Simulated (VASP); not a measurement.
# TiO2: single point with PBE

Crystal: TiO2.

```
Ti O
1.0
     4.64306    0.00000    0.00000
     0.00000    4.64306    0.00000
     0.00000    0.00000    2.96402
Ti O
2 4
Direct
  0.03465 0.03928 0.86378
  0.45911 0.47338 0.50271
  0.32537 0.27482 0.11017
  0.23761 0.80943 0.49941
  0.65284 0.70032 0.04325
  0.79043 0.20277 0.48068
```

This cell differs from its parent crystal: atoms moved at random.

* Program: VASP 6.6.1
* Task: single point
* Functional: PBE
* Potentials or basis: VASP PAW PBE potentials, release 64 (Ti_sv, O)
* Cutoff: 520 eV
* k mesh: 6 × 6 × 8
* Occupations: gaussian, width 0.05 eV
* Spin: no spin polarisation
* Dipole correction: no
* Further INCAR settings: ALGO = Normal; EDIFF = 1e-07; NBANDS = 33

The pressure is 20.1 GPa, the largest force is 10.964 eV/Å and the band gap on the k mesh is 1.39 eV (least direct gap 1.68 eV).

Forces on the atoms (eV/Å):
```
Ti  -3.027 -3.010  1.689
Ti   6.997  7.198  4.410
O   -4.117 -3.844 -6.594
O   -2.840  0.875  0.257
O    1.244 -0.958  0.077
O    1.743 -0.262  0.162
```

Stress tensor (GPa, compression positive):
```
15.82  3.24 12.94
 3.24 22.10 15.45
12.94 15.45 22.27
```

Levels at points of the mesh, in eV from the valence-band top:
```csv
k point,band 20,band 21,band 22,band 23,band 24,band 25,band 26,band 27,band 28,band 29
"(0.00, 0.00, 0.00)",-2.81,-2.13,-1.37,-0.95,0.00,1.87,2.09,2.30,2.49,3.45
"(0.50, 0.00, 0.00)",-2.81,-2.16,-1.84,-0.98,-0.29,1.47,1.93,2.84,3.04,3.51
"(0.00, 0.50, 0.00)",-2.79,-2.36,-1.68,-0.79,-0.32,1.39,1.96,2.70,3.19,3.68
"(0.50, 0.50, 0.00)",-2.73,-2.51,-1.79,-1.04,-0.76,1.90,2.08,2.38,3.05,3.27
"(0.00, 0.00, 0.50)",-2.84,-2.67,-2.32,-1.78,-0.81,2.40,2.61,2.91,3.08,3.36
"(0.50, 0.00, 0.50)",-2.88,-2.29,-2.20,-1.47,-0.52,1.71,2.12,2.96,3.07,3.45
"(0.00, 0.50, 0.50)",-3.27,-2.44,-2.04,-1.22,-0.52,1.73,2.13,2.76,3.05,3.28
"(0.50, 0.50, 0.50)",-3.01,-2.27,-2.06,-0.89,-0.11,1.57,2.54,2.86,3.05,3.14
```

Run time: 8.1 min on 1 thread of Intel Xeon 8259CL, on a shared host, peak memory 0.35 GiB.

Caveat: the cell differs from its parent crystal (atoms moved at random); the cell stands under pressure; forces of over 1 eV/Å act on the atoms, so gaps and moduli don't describe the material at rest. A k mesh can miss the band edges.
